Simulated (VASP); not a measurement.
# BaTiO3 (P4/mmm) in VASP: further runs, part 3 of 3

VASP 6.6.1. Earlier steps stand in the parts before.

**5. Electric field gradients, PBEsol (volume scaled by 1.04)**

INCAR reads:

```
PREC = Accurate ; ENCUT = 520
EDIFF = 1E-8 ; ISMEAR = -1
SIGMA = 0.03 ; LREAL = False
LASPH = True ; NELM = 80
ALGO = Normal ; ISIF = 2
LWAVE = False ; LCHARG = False
GGA = PS ; LEFG = True
NBANDS = 28
```

KPOINTS reads:

```
regular mesh
0
Gamma
  7 7 7
```

POSCAR reads:

```
BaTiO3
1.0
    4.0524349834      0.0000000000      0.0000000000
    0.0000000000      4.0524349834      0.0000000000
    0.0000000000      0.0000000000      4.0708744846
Ba Ti O
1 1 3
Direct
    0.0000000000      0.0000000000      0.0000000000
    0.5000000000      0.5000000000      0.5000000000
    0.5000000000      0.5000000000      0.0000000000
    0.5000000000      0.0000000000      0.5000000000
    0.0000000000      0.5000000000      0.5000000000
```

Potentials or basis: VASP PAW PBE potentials, release 64 (Ba_sv, Ti_sv, O).

Run with:

```sh
$ cat potpaw_PBE.64/Ba_sv/POTCAR potpaw_PBE.64/Ti_sv/POTCAR potpaw_PBE.64/O/POTCAR > POTCAR
$ mpirun -np 1 vasp_std > vasp.out
```

OUTCAR:

```text
PREC = Accurate
   ENCUT = 520
   EDIFF = 1E-8
   ISMEAR = -1
   LREAL = False
   LASPH = True
   NELM = 80
   ISIF = 2
   GGA = PS

 ion  position               nearest neighbor table
   1  0.000  0.000  0.000-   3 2.87   3 2.87   3 2.87   3 2.87   5 2.87   4 2.87   5 2.87   5 2.87
                             5 2.87   4 2.87   4 2.87   4 2.87   2 3.51   2 3.51   2 3.51   2 3.51
   2  0.500  0.500  0.500-   4 2.03   5 2.03   4 2.03   5 2.03   3 2.04   3 2.04   1 3.51   1 3.51
                             1 3.51   1 3.51   1 3.51   1 3.51   1 3.51   1 3.51
   3  0.500  0.500  0.000-   2 2.04   2 2.04   1 2.87   1 2.87   1 2.87   1 2.87
   4  0.500  0.000  0.500-   2 2.03   2 2.03   1 2.87   1 2.87   1 2.87   1 2.87
   5  0.000  0.500  0.500-   2 2.03   2 2.03   1 2.87   1 2.87   1 2.87   1 2.87

  LATTYP: Found a simple tetragonal cell.
 ALAT       =     4.0524349834
 C/A-ratio  =     1.0045502275

  Lattice vectors:

 A1 = (   4.0524349834,   0.0000000000,   0.0000000000)
 A2 = (   0.0000000000,   4.0524349834,   0.0000000000)
 A3 = (   0.0000000000,   0.0000000000,   4.0708744846)

Analysis of symmetry for initial positions (statically):
=====================================================================
 Subroutine PRICEL returns:
 Original cell was already a primitive cell.

 Routine SETGRP: Setting up the symmetry group for a
 simple tetragonal supercell.

 Subroutine GETGRP returns: Found 16 space group operations
 (whereof 16 operations were pure point group operations)
 out of a pool of 16 trial point group operations.

The static configuration has the point symmetry D_4h.

Analysis of symmetry for dynamics (positions and initial velocities):
=====================================================================
 Subroutine PRICEL returns:
 Original cell was already a primitive cell.

 Routine SETGRP: Setting up the symmetry group for a
 simple tetragonal supercell.

 Subroutine GETGRP returns: Found 16 space group operations
 (whereof 16 operations were pure point group operations)
 out of a pool of 16 trial point group operations.

The dynamic configuration has the point symmetry D_4h.

 Subroutine INISYM returns: Found 16 space group operations
 (whereof 16 operations are pure point group operations),
 and found     1 'primitive' translations

----------------------------------------------------------------------------------------

                                     Primitive cell

  volume of cell :      66.8528

  direct lattice vectors                    reciprocal lattice vectors
     4.052434983  0.000000000  0.000000000     0.246765217  0.000000000  0.000000000
     0.000000000  4.052434983  0.000000000     0.000000000  0.246765217  0.000000000
     0.000000000  0.000000000  4.070874485     0.000000000  0.000000000  0.245647466

  length of vectors
     4.052434983  4.052434983  4.070874485     0.246765217  0.246765217  0.245647466

  position of ions in fractional coordinates (direct lattice)
     0.000000000  0.000000000  0.000000000
     0.500000000  0.500000000  0.500000000
     0.500000000  0.500000000  0.000000000
     0.500000000  0.000000000  0.500000000
[... 97 lines left out ...]
   EFERMI_NEDOS =   21; number of points for ismear=-14 and -15
   IALGO  =     38    algorithm
   IMIX   =      4    mixing-type and parameters
     AMIX     =   0.40;   BMIX     =  1.00
     AMIX_MAG =   1.60;   BMIX_MAG =  1.00
  volume/ion in A,a.u.               =      13.37        90.23
  Fermi-wavevector in a.u.,A,eV,Ry     =   1.379500  2.606876 25.892144  1.903019
  Thomas-Fermi vector in A             =   2.504463
   LORBIT       =      0    0 simple, 1 ext, 2 COOP (PROOUT), +10 PAW based schemes
   GGA     = PS    functional components
   LHFCALC =     F    Hartree Fock is set to
   AEXX    =    0.0000 exact exchange contribution
   IVDW    =     0    specifies the selected vdW correction
   LEPSILON=     F    determine dielectric tensor
   LRPA    =     F    only Hartree local field effects (RPA)
 non-spin polarized calculation
  energy-cutoff  :      520.00
  volume of cell :       66.85
 maximum number of plane-waves:      1823
 NGX is ok and might be reduce to    30
   NGX = 15   NGY = 15   NGZ = 15

 number of electron      39.9999982 magnetization

 Free energy of the ion-electron system (eV)
  ---------------------------------------------------
  ext. energy  EPLUGINS =         0.00000000
  ---------------------------------------------------
  free energy    TOTEN  =       -41.88181720 eV

  energy without entropy =      -41.88181720  energy(sigma->0) =      -41.88181720

 E-fermi :   4.0316     XC(G=0): -11.2989

 val. band max:        3.3160524765   @ k =   0.4286   0.4286   0.4286
 cond. band min:       4.9909068116   @ k =   0.0000   0.0000   0.0000
 fundamental gap:      1.6748543351
 Fermi energy:         4.0315785083

 k-point     1 :       0.0000    0.0000    0.0000
  band No.  band energies     occupation
      1     -53.1698      2.00000
      2     -29.4711      2.00000
      3     -29.4711      2.00000
      4     -29.4700      2.00000
      5     -21.4838      2.00000
      6     -13.3440      2.00000
[... 733 lines left out ...]
     27      11.5041      0.00000
     28      11.9328      0.00000

 [... further k-points ...]
[... 5 lines left out ...]
  --------------------------------------------------------------------------------------
  -------------------------------------------------------------------------------------
  Total       -3.5436547     -3.5436547     -3.8353832      0.0000000      0.0000000      0.0000000
  in kB      -84.9262898    -84.9262898    -91.9177774      0.0000000      0.0000000      0.0000000
  external PRESSURE =     -87.2567857 kB  Pullay stress =       0.0000000 kB

 VOLUME and BASIS-vectors are now :
 -----------------------------------------------------------------------------
  energy-cutoff  :      520.00
  volume of cell :       66.85
      direct lattice vectors                 reciprocal lattice vectors
     4.052434983  0.000000000  0.000000000     0.246765217  0.000000000  0.000000000
     0.000000000  4.052434983  0.000000000     0.000000000  0.246765217  0.000000000
     0.000000000  0.000000000  4.070874485     0.000000000  0.000000000  0.245647466

 POSITION                                       TOTAL-FORCE (eV/Angst)
 -----------------------------------------------------------------------------------
      0.00000      0.00000      0.00000         0.000000      0.000000      0.000000
      2.02622      2.02622      2.03544         0.000000      0.000000      0.000000
      2.02622      2.02622      0.00000         0.000000      0.000000      0.000000
      2.02622      0.00000      2.03544         0.000000      0.000000      0.000000
      0.00000      2.02622      2.03544         0.000000      0.000000      0.000000
 -----------------------------------------------------------------------------------
    total drift:                                0.000000      0.000000     -0.000000

  FREE ENERGIE OF THE ION-ELECTRON SYSTEM (eV)
  ---------------------------------------------------
  free  energy   TOTEN  =       -41.8818172011 eV

  energy  without entropy=      -41.8818172011  energy(sigma->0) =      -41.88181720

 Electric field gradients (V/A^2)
---------------------------------------------------------------------
 ion       V_xx      V_yy      V_zz      V_xy      V_xz      V_yz
---------------------------------------------------------------------
   1      -0.355    -0.355     0.709    -0.000     0.000     0.000
   2      -1.855    -1.855     3.710    -0.000     0.000     0.000
   3     -13.903   -13.903    27.806    -0.000    -0.000     0.000
   4     -13.622    25.745   -12.123    -0.000     0.000    -0.000
   5      25.745   -13.622   -12.123    -0.000     0.000     0.000
---------------------------------------------------------------------

 Electric field gradients after diagonalization (V/A^2)
 (convention: |V_zz| > |V_xx| > |V_yy|)
----------------------------------------------------------------------
 ion       V_xx      V_yy      V_zz     asymmetry (V_yy - V_xx)/ V_zz
----------------------------------------------------------------------
   1      -0.355    -0.355     0.709       0.000
   2      -1.855    -1.855     3.710       0.000
   3     -13.903   -13.903    27.806       0.000
   4     -13.622   -12.123    25.745       0.058
   5     -13.622   -12.123    25.745       0.058
----------------------------------------------------------------------

           NMR quadrupolar parameters

 Cq : quadrupolar parameter    Cq=e*Q*V_zz/h
 eta: asymmetry parameters     (V_yy - V_xx)/ V_zz
 Q  : nuclear electric quadrupole moment in mb (millibarn)
----------------------------------------------------------------------
 ion       Cq(MHz)       eta       Q (mb)
----------------------------------------------------------------------
   1       0.002       0.000       1.000
   2       0.009       0.000       1.000
   3       0.067       0.000       1.000
   4       0.062       0.058       1.000
   5       0.062       0.058       1.000
----------------------------------------------------------------------
```

Wall time 85 s (1 thread of Intel Xeon 6975P-C, shared host); peak memory 0.22 GiB.

What came out:

- Free energy: -41.8818 eV
- Pressure: -8.7 GPa
- Band gap on the k mesh: 1.67 eV, indirect (least direct gap 1.80 eV)

Electric field gradients, principal values (V/Å²):
```csv
atom,least,middle,greatest (by size)
1 Ba,-0.355,-0.355,0.709
2 Ti,-1.855,-1.855,3.710
3 O,-13.903,-13.903,27.806
4 O,-12.123,-13.622,25.745
5 O,-12.123,-13.622,25.745
```

Caveat: without QUAD_EFG the Cq values of the log hold for a quadrupole moment of 1 mb, not for the nuclei; the PAW data sets were made with another functional, which shifts forces and pressure a little; spin-orbit coupling is left out, which moves the levels of the heavy elements.

**6. Summary**

```tsv
cell	gap on the mesh (eV)	pressure (GPa)
a = 4.000, b = 4.000, c = 4.018 Å, 5 atoms	1.75	-2.8
a = 4.013, b = 4.013, c = 4.031 Å, 5 atoms	1.73	-4.4
a = 4.052, b = 4.052, c = 4.071 Å, 5 atoms	1.67	-8.7
```

Alike in all rows: task electric field gradients; level PBEsol; potentials or basis VASP PAW PBE potentials, release 64 (Ba_sv, Ti_sv, O); no spin polarisation; k mesh 7 × 7 × 7; cutoff (eV) 520; smearing fermi-dirac 0.03 eV.

Caveats: the PAW data sets were made with another functional, which shifts forces and pressure a little; spin-orbit coupling is left out, which moves the levels of the heavy elements.

Total energies depend on the potentials used, so only differences within one code and one set of settings carry meaning.
